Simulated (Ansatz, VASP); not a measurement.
Ta3Cr in VASP and in Ansatz

INCAR

```
SYSTEM = Ta3Cr
PREC     = Accurate       ! precision mode
ENCUT    = 600            ! plane-wave cutoff, eV
EDIFF    = 1E-7           ! SCF threshold, eV
ISMEAR   = 0              ! smearing method
SIGMA    = 0.1            ! smearing width, eV
LREAL    = .FALSE.        ! projectors in reciprocal space
LASPH    = .TRUE.         ! aspherical terms in the spheres
NELM     = 100            ! most SCF steps
ALGO     = Fast           ! electronic algorithm
ISIF     = 3              ! what is computed and relaxed
LWAVE    = .FALSE.        ! write WAVECAR
LCHARG   = .FALSE.        ! write CHGCAR
GGA      = PE             ! functional
IBRION   = 2              ! ionic algorithm
NSW      = 100            ! ionic steps
EDIFFG   = -0.01          ! ionic threshold
```

The input KPOINTS:

```
regular mesh
0
G
  12 12 12
  0 0 0
```

The input POSCAR:

```
Ta3Cr
1.0
    4.1016440954      0.0000000000      0.0000000000
    0.0000000000      4.1016440954      0.0000000000
    0.0000000000      0.0000000000      4.1016440954
Ta Cr
3 1
Direct
    0.0000000000      0.5000000000      0.5000000000
    0.5000000000      0.0000000000      0.5000000000
    0.5000000000      0.5000000000      0.0000000000
    0.0000000000      0.0000000000      0.0000000000
```

Input for Ansatz:

```yaml
crystal:
  lattice:
    - [4.1016440954, 0.0, 0.0]
    - [0.0, 4.1016440954, 0.0]
    - [0.0, 0.0, 4.1016440954]
  atoms:
    - { symbol: Ta, position: [0.0, 0.5, 0.5] }
    - { symbol: Ta, position: [0.5, 0.0, 0.5] }
    - { symbol: Ta, position: [0.5, 0.5, 0.0] }
    - { symbol: Cr, position: [0.0, 0.0, 0.0] }
basis:
  ecutwfc: 420
kpoints:
  mp_grid: { grid: [12, 12, 12] }
hamiltonian:
  xc: pbe
scf:
  occupations: { method: gaussian, width: 0.1 }
output:
  forces: true
  stress: true
  eigenvalues: true
  write_density: true
  write_potential: true
  elf: true
  volumetric_format: npy
relax:
  adjacent_minimum: "off"
  f_tol: 0.01
  max_steps: 80
  cell: { stress_tol: 0.05 }
```

Alike in both runs: task relaxation of cell and atoms; functional PBE; k mesh 12 × 12 × 12; occupations gaussian, width 0.1 eV; no spin polarisation.

```csv
,VASP,Ansatz
version,VASP 6.6.1,Ansatz 0.2.0
potentials or method,"VASP PAW PBE potentials, release 64 (Ta_pv, Cr_pv), cutoff 600 eV","scalar-relativistic, plane waves, PAW"
valence electrons in the cell,45,53
```

Ansatz gave:

| Quantity | Value |
| --- | --- |
| gap on the k mesh at the Fermi level, each at its own relaxed structure (eV) | none |
| relaxed volume (Å³/atom) | 17.21 |
| relaxed cell length with the largest relative difference (Å) | 4.098 |

Problem. Which values does VASP return?

Solution. gap on the k mesh at the Fermi level, each at its own relaxed structure (eV): none; relaxed volume (Å³/atom): 17.21; relaxed cell length with the largest relative difference (Å): 4.099.

A gap of «none» marks a metal or a gap that the smearing closes. VASP's potentials hold 45 valence electrons a cell and Ansatz's 53, so a difference there can come from the potentials and not from the codes.

Neither program's run includes spin-orbit coupling.
